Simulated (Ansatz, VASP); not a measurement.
## One calculation of MgI2, two programs

File INCAR:

```
PREC = Accurate
ENCUT = 520
EDIFF = 1E-6
ISMEAR = -1
SIGMA = 0.03
LREAL = F
LASPH = T
NELM = 100
ALGO = Normal
ISIF = 2
LWAVE = F
LCHARG = F
GGA = PS
NBANDS = 15
```

The input KPOINTS:

```
Automatic mesh
0
Gamma
  7 7 4
```

Contents of POSCAR:

```
MgI2
1.0
    4.1398080440      0.0000000000      0.0000000000
   -2.0699040220      3.5851789328      0.0000000000
    0.0000000000      0.0000000000      6.8390499958
Mg I
1 2
Direct
    0.0000000000      0.0000000000      0.0000000000
    0.3333333333      0.6666666667      0.7576300000
    0.6666666667      0.3333333333      0.2423700000
```

Input for Ansatz:

```yaml
crystal:
  lattice:
    - [4.139808044, 0.0, 0.0]
    - [-2.069904022, 3.5851789328, 0.0]
    - [0.0, 0.0, 6.8390499958]
  atoms:
    - { symbol: Mg, position: [0.0, 0.0, 0.0] }
    - { symbol: I, position: [0.3333333333, 0.6666666667, 0.75763] }
    - { symbol: I, position: [0.6666666667, 0.3333333333, 0.24237] }
kpoints:
  mp_grid: { grid: [7, 7, 4] }
  band_path:
    path:
      - [0.0, 0.0, 0.0]
      - [0.5, 0.0, 0.0]
      - [0.3333333333, 0.3333333333, 0.0]
      - [0.0, 0.0, 0.0]
      - [0.0, 0.0, 0.5]
      - [0.5, 0.0, 0.5]
      - [0.3333333333, 0.3333333333, 0.5]
      - [0.0, 0.0, 0.5]
      - [0.5, 0.0, 0.5]
    npoints: 5
scf:
  occupations: { method: fermi_dirac, width: 0.03 }
hamiltonian:
  xc: pbesol
  pseudopotentials: { kind: all_electron, lapw: { basis_error: 0.001 } }
output:
  forces: true
  stress: true
  eigenvalues: true
```

Change from the starting cell: volume scaled by 0.99.

Alike in both runs: task single point; functional PBEsol; k mesh 7 × 7 × 4; occupations fermi-dirac, width 0.03 eV; no spin polarisation.

```csv
,VASP,Ansatz
version,VASP 6.6.1,Ansatz 0.2.0
potentials or method,"VASP PAW PBE potentials, release 64 (Mg, I), cutoff 520 eV","all-electron LAPW, scalar-relativistic"
```

|  | VASP | Ansatz | Ansatz less VASP |
| --- | --- | --- | --- |
| gap on the k mesh at the Fermi level (eV) | 3.47 | 3.48 | +0.016 |
| pressure (GPa) | 0.1 | 0.1 | +0.02 |
| traceless stress, the component that is largest in VASP (GPa) | 0.26 | 0.25 | -0.005 |
| rms of the force components (eV/Å) | 0.005 | 0.006 | +0.0011 |

VASP's potentials were made for PBE, not for PBEsol. Atom by atom the forces differ by 0.001 eV/Å (rms over components). Ansatz ran all-electron here, and VASP with PAW potentials.

Spin-orbit coupling is off throughout.
